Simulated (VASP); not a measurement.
# SiC (P6_3mc) in VASP: settings compared, part 2 of 3

VASP 6.6.1. Earlier steps stand in the parts before.

### 3 Single point, PBEsol+D3(BJ)

This run uses another cell than the first one, of 10.52 Å³/atom.

File INCAR:

```
SYSTEM = SiC
ALGO = Normal
EDIFF = 1E-6
ENCUT = 520
GGA = PS
ISIF = 2
ISMEAR = -1
IVDW = 12
LASPH = .TRUE.
LCHARG = .FALSE.
LREAL = .FALSE.
LWAVE = .FALSE.
NBANDS = 26
NELM = 100
PREC = Accurate
SIGMA = 0.05
```

File KPOINTS:

```
k-points
0
G
  10 10 3
  0 0 0
```

File POSCAR:

```
SiC
1.0
    3.0960635787      0.0000000000      0.0000000000
   -1.5480317893      2.6812697109      0.0000000000
    0.0000000000      0.0000000000     10.1373414467
Si C
4 4
Direct
    0.0000000000      0.0000000000      0.1878943800
    0.0000000000      0.0000000000      0.6878943800
    0.3333333333      0.6666666667      0.4378419800
    0.6666666667      0.3333333333      0.9378419800
    0.0000000000      0.0000000000      0.0004600500
    0.0000000000      0.0000000000      0.5004600500
    0.3333333333      0.6666666667      0.2498025900
    0.6666666667      0.3333333333      0.7498025900
```

Potentials or basis: VASP PAW PBE potentials, release 64 (Si, C).

On the command line:

```sh
$ cat potpaw_PBE.64/Si/POTCAR potpaw_PBE.64/C/POTCAR > POTCAR
$ mpirun -np 1 vasp_std > vasp.out
```

OUTCAR:

```text
SYSTEM = SiC
   EDIFF = 1E-6
   ENCUT = 520
   GGA = PS
   ISIF = 2
   ISMEAR = -1
   IVDW = 12
   LASPH = .TRUE.
   LREAL = .FALSE.
   NELM = 100
   PREC = Accurate
 IVDW          = 12

 ion  position               nearest neighbor table
   1  0.000  0.000  0.188-   7 1.89   7 1.89   7 1.89   5 1.90   3 3.10   3 3.10   3 3.10   4 3.10
                             4 3.10   4 3.10
   2  0.000  0.000  0.688-   8 1.89   8 1.89   8 1.89   6 1.90   4 3.10   4 3.10   4 3.10   3 3.10
                             3 3.10   3 3.10
   3  0.333  0.667  0.438-   6 1.90   6 1.90   6 1.90   7 1.91   1 3.10   1 3.10   1 3.10   2 3.10
                             2 3.10   2 3.10
   4  0.667  0.333  0.938-   5 1.90   5 1.90   5 1.90   8 1.91   2 3.10   2 3.10   2 3.10   1 3.10
                             1 3.10   1 3.10
   5  0.000  0.000  0.000-   4 1.90   4 1.90   4 1.90   1 1.90
   6  0.000  0.000  0.500-   3 1.90   3 1.90   3 1.90   2 1.90
   7  0.333  0.667  0.250-   1 1.89   1 1.89   1 1.89   3 1.91
   8  0.667  0.333  0.750-   2 1.89   2 1.89   2 1.89   4 1.91

  LATTYP: Found a hexagonal cell.
 ALAT       =     3.0960635787
 C/A-ratio  =     3.2742678530

  Lattice vectors:

 A1 = (   3.0960635787,   0.0000000000,   0.0000000000)
 A2 = (  -1.5480317893,   2.6812697109,   0.0000000000)
 A3 = (   0.0000000000,   0.0000000000,  10.1373414467)

Analysis of symmetry for initial positions (statically):
=====================================================================
 Subroutine PRICEL returns:
 Original cell was already a primitive cell.

 Routine SETGRP: Setting up the symmetry group for a
 hexagonal supercell.

 Subroutine GETGRP returns: Found 12 space group operations
 (whereof  6 operations were pure point group operations)
 out of a pool of 24 trial point group operations.

The static configuration has the point symmetry C_3v.
 The point group associated with its full space group is C_6v.

Analysis of symmetry for dynamics (positions and initial velocities):
=====================================================================
 Subroutine PRICEL returns:
 Original cell was already a primitive cell.

 Routine SETGRP: Setting up the symmetry group for a
 hexagonal supercell.

 Subroutine GETGRP returns: Found 12 space group operations
 (whereof  6 operations were pure point group operations)
 out of a pool of 24 trial point group operations.

The dynamic configuration has the point symmetry C_3v.
 The point group associated with its full space group is C_6v.

 Subroutine INISYM returns: Found 12 space group operations
 (whereof  6 operations are pure point group operations),
 and found     1 'primitive' translations

----------------------------------------------------------------------------------------

                                     Primitive cell

  volume of cell :      84.1539

  direct lattice vectors                    reciprocal lattice vectors
     3.096063579  0.000000000  0.000000000     0.322990783  0.186478816  0.000000000
    -1.548031789  2.681269711  0.000000000     0.000000000  0.372957631  0.000000000
     0.000000000  0.000000000 10.137341447     0.000000000  0.000000000  0.098645193

  length of vectors
     3.096063579  3.096063579 10.137341447     0.372957631  0.372957631  0.098645193

  position of ions in fractional coordinates (direct lattice)
[... 53 lines left out ...]
  0.500000  0.000000  0.000000      3.000000
[... 16 lines left out ...]
  0.300000  0.100000  0.333333     24.000000
  0.400000  0.100000  0.333333     24.000000
 [... further k-points ...]
   k-points           NKPTS =     28   k-points in BZ     NKDIM =     28   number of bands    NBANDS=     26
   number of dos      NEDOS =    301   number of ions     NIONS =      8
   total plane-waves  NPLWV =  46080
   dimension x,y,z NGX =    24 NGY =   24 NGZ =   80
   dimension x,y,z NGXF=    48 NGYF=   48 NGZF=  160
   ions per type =               4   4
   NGX,Y,Z   is equivalent  to a cutoff of  12.89, 12.89, 13.12 a.u.
   NGXF,Y,Z  is equivalent  to a cutoff of  25.77, 25.77, 26.24 a.u.
 SYSTEM =  SiC
   PREC   = accura    normal or accurate (medium, high low for compatibility)
   ISTART =      0    job   : 0-new  1-cont  2-samecut
   ICHARG =      2    charge: 1-file 2-atom 10-const
   ISPIN  =      1    spin polarized calculation?
   LNONCOLLINEAR =      F non collinear calculations
   LSORBIT =      F    spin-orbit coupling
   LASPH  =      T    aspherical Exc in radial PAW
   ENCUT  =  520.0 eV  38.22 Ry    6.18 a.u.   5.76  5.76 18.85*2*pi/ulx,y,z
   NELM   =    100;   NELMIN=  2; NELMDL= -5     # of ELM steps
   EDIFF  = 0.1E-05   stopping-criterion for ELM
   LREAL  =      F    real-space projection
   EDIFFG = 0.1E-04   stopping-criterion for IOM
   NSW    =      0    number of steps for IOM
   IBRION =     -1    ionic relax: 0-MD 1-quasi-New 2-CG
   NFREE  =      0    steps in history (QN), initial steepest desc. (CG)
   ISIF   =      2    stress and relaxation
   ISYM   =      2    0-nonsym 1-usesym 2-fastsym
   POTIM  = 0.5000    time-step for ionic-motion
   TEBEG  =    0.0;   TEEND  =   0.0 temperature during run
   PSTRESS=    0.0 pullay stress
   NELECT =      32.0000    total number of electrons
   NUPDOWN=      -1.0000    fix difference up-down
   EMIN   =  10.00;   EMAX   =-10.00  energy-range for DOS
   EFERMI =   0.00;   METHOD = LEGACY
   ISMEAR =    -1;   SIGMA  =   0.05  broadening in eV -4-tet -1-fermi 0-gaus
   EFERMI_NEDOS =   21; number of points for ismear=-14 and -15
   IALGO  =     38    algorithm
   IMIX   =      4    mixing-type and parameters
     AMIX     =   0.40;   BMIX     =  1.00
     AMIX_MAG =   1.60;   BMIX_MAG =  1.00
  volume/ion in A,a.u.               =      10.52        70.99
  Fermi-wavevector in a.u.,A,eV,Ry     =   1.186042  2.241294 19.139251  1.406695
  Thomas-Fermi vector in A             =   2.322223
   LORBIT       =      0    0 simple, 1 ext, 2 COOP (PROOUT), +10 PAW based schemes
   GGA     = PS    functional components
   LHFCALC =     F    Hartree Fock is set to
   AEXX    =    0.0000 exact exchange contribution
   IVDW    =    12    specifies the selected vdW correction
   LEPSILON=     F    determine dielectric tensor
   LRPA    =     F    only Hartree local field effects (RPA)
 non-spin polarized calculation
  energy-cutoff  :      520.00
  volume of cell :       84.15
 maximum number of plane-waves:      2286
 NGX is ok and might be reduce to    24
   NGX = 11   NGY = 11   NGZ = 37

 number of electron      32.0000001 magnetization

 Free energy of the ion-electron system (eV)
  ---------------------------------------------------
  ext. energy  EPLUGINS =         0.00000000
  ---------------------------------------------------
  free energy    TOTEN  =       -63.65703697 eV

  energy without entropy =      -63.65703697  energy(sigma->0) =      -63.65703697

 E-fermi :   8.9507     XC(G=0): -11.4307

 val. band max:        7.9374996798   @ k =   0.0000   0.0000   0.0000
 cond. band min:      10.0417224479   @ k =   0.5000   0.0000   0.0000
 fundamental gap:      2.1042227681
 Fermi energy:         8.9506743114

 k-point     1 :       0.0000    0.0000    0.0000
  band No.  band energies     occupation
      1      -7.4327      2.00000
      2      -6.2657      2.00000
      3      -6.2309      2.00000
      4      -3.8921      2.00000
      5      -0.6438      2.00000
      6       3.5627      2.00000
[... 685 lines left out ...]
     25      15.7140      0.00000
     26      16.6126      0.00000

 [... further k-points ...]

------------------------ aborting loop because EDIFF is reached ----------------------------------------

 Edisp (eV)   -1.90267

 E8    (eV) :    -1.1303

  FORCE on cell =-STRESS in cart. coord.  units (eV):
  Direction    XX          YY          ZZ          XY          YZ          ZX
  --------------------------------------------------------------------------------------
  -------------------------------------------------------------------------------------
  Total      -3.73809    -3.73809    -3.77318    -0.00000     0.00000     0.00000
  in kB     -71.16809   -71.16809   -71.83624    -0.00000     0.00000     0.00000
  external pressure =      -71.39 kB  Pullay stress =        0.00 kB

 VOLUME and BASIS-vectors are now :
 -----------------------------------------------------------------------------
  energy-cutoff  :      520.00
  volume of cell :       84.15
      direct lattice vectors                 reciprocal lattice vectors
     3.096063579  0.000000000  0.000000000     0.322990783  0.186478816  0.000000000
    -1.548031789  2.681269711  0.000000000     0.000000000  0.372957631  0.000000000
     0.000000000  0.000000000 10.137341447     0.000000000  0.000000000  0.098645193

 POSITION                                       TOTAL-FORCE (eV/Angst)
 -----------------------------------------------------------------------------------
      0.00000      0.00000      1.90475        -0.000000      0.000000     -0.000386
      0.00000      0.00000      6.97342        -0.000000      0.000000     -0.000386
     -0.00000      1.78751      4.43855        -0.000000      0.000000      0.001958
      1.54803      0.89376      9.50722        -0.000000      0.000000      0.001958
      0.00000      0.00000      0.00466        -0.000000      0.000000     -0.002071
      0.00000      0.00000      5.07333         0.000000      0.000000     -0.002071
     -0.00000      1.78751      2.53233         0.000000      0.000000      0.000499
      1.54803      0.89376      7.60100        -0.000000     -0.000000      0.000499
 -----------------------------------------------------------------------------------
    total drift:                                0.000000      0.000000     -0.000856

  FREE ENERGIE OF THE ION-ELECTRON SYSTEM (eV)
  ---------------------------------------------------
  free  energy   TOTEN  =       -65.5597103113 eV

  energy  without entropy=      -65.5597103113  energy(sigma->0) =      -65.55971031
```

Wall time 69 s (1 thread of Intel Xeon 8259CL, shared host); peak memory 0.22 GiB.

Results:

- Free energy: -65.5597 eV
- Pressure: -7.1 GPa
- Band gap on the k mesh: 2.10 eV (least direct gap 3.23 eV)
- Dispersion energy per atom: -0.238 eV

Forces on the atoms (eV/Å):
```
Si   0.000  0.000  0.000
Si   0.000  0.000  0.000
Si   0.000  0.000  0.002
Si   0.000  0.000  0.002
C    0.000  0.000 -0.002
C    0.000  0.000 -0.002
C    0.000  0.000  0.000
C    0.000  0.000  0.000
```

Levels at points of the mesh, in eV from the valence-band top:
```csv
k point,band 13,band 14,band 15,band 16,band 17,band 18,band 19,band 20
"(0.00, 0.00, 0.00)",-0.58,-0.05,0.00,0.00,4.88,5.46,6.04,6.09
"(0.50, 0.00, 0.00)",-2.36,-2.22,-1.58,-1.12,2.10,2.22,4.06,4.55
```

Caveat: the cell stands under tension; the PAW data sets were made with another functional, which shifts forces and pressure a little; an odd mesh through Γ misses points on the zone boundary, where band edges can lie.

### 4 Single point, BLYP+D3(BJ)

This run uses another cell than the first one, of 10.52 Å³/atom.

File INCAR:

```
SYSTEM = SiC
AGGAC = 1.0
AGGAX = 1.0
ALDAC = 0.0
ALDAX = 1.0
ALGO = Normal
EDIFF = 1E-7
ENCUT = 520
GGA = B5
ISIF = 2
ISMEAR = -1
IVDW = 12
LASPH = .True.
LCHARG = .False.
LREAL = .False.
LWAVE = .False.
NBANDS = 26
NELM = 100
PREC = Accurate
SIGMA = 0.05
VDW_A1 = 0.4298
VDW_A2 = 4.2359
VDW_S6 = 1.0
VDW_S8 = 2.6996
```

File KPOINTS:

```
k-points
0
Gamma
  10 10 3
  0 0 0
```

POSCAR is that of step 3.

On the command line:

```sh
$ cat potpaw_PBE.64/Si/POTCAR potpaw_PBE.64/C/POTCAR > POTCAR
$ mpirun -np 1 vasp_std > vasp.out
```

Run time: 2.3 min. Hardware: 1 thread of Intel Xeon 8259CL, shared host; peak memory 0.22 GiB.

The run converged. Its results:

| Property | Result |
| --- | --- |
| Free energy | -59.7039 eV |
| Pressure | -5.0 GPa |
| Largest force | 0.022 eV/Å |
| Band gap on the k mesh | 2.53 eV (least direct gap 3.64 eV) |
| Dispersion energy per atom | -0.634 eV |

Forces on the atoms (eV/Å):
```
Si   0.000  0.000 -0.022
Si   0.000  0.000 -0.022
Si   0.000  0.000  0.012
Si   0.000  0.000  0.012
C    0.000  0.000  0.007
C    0.000  0.000  0.007
C    0.000  0.000  0.003
C    0.000  0.000  0.003
```

Stress tensor (GPa, compression positive):
```
-5.03  0.00  0.00
 0.00 -5.03  0.00
 0.00  0.00 -4.85
```

Levels at points of the mesh, in eV from the valence-band top:
```
           k point  band 12  band 13  band 14  band 15  band 16  band 17  band 18  band 19  band 20  band 21
(0.00, 0.00, 0.00)    -0.58    -0.58    -0.05     0.00     0.00     5.09     5.66     6.27     6.29     6.96
(0.50, 0.00, 0.00)    -2.32    -2.30    -2.17    -1.54    -1.11     2.53     2.64     4.42     4.81     5.42
```

Caveat: the cell stands under tension; the PAW data sets were made with another functional, which shifts forces and pressure a little; an odd mesh through Γ misses points on the zone boundary, where band edges can lie.

(Part 2 of 3 ends here.)
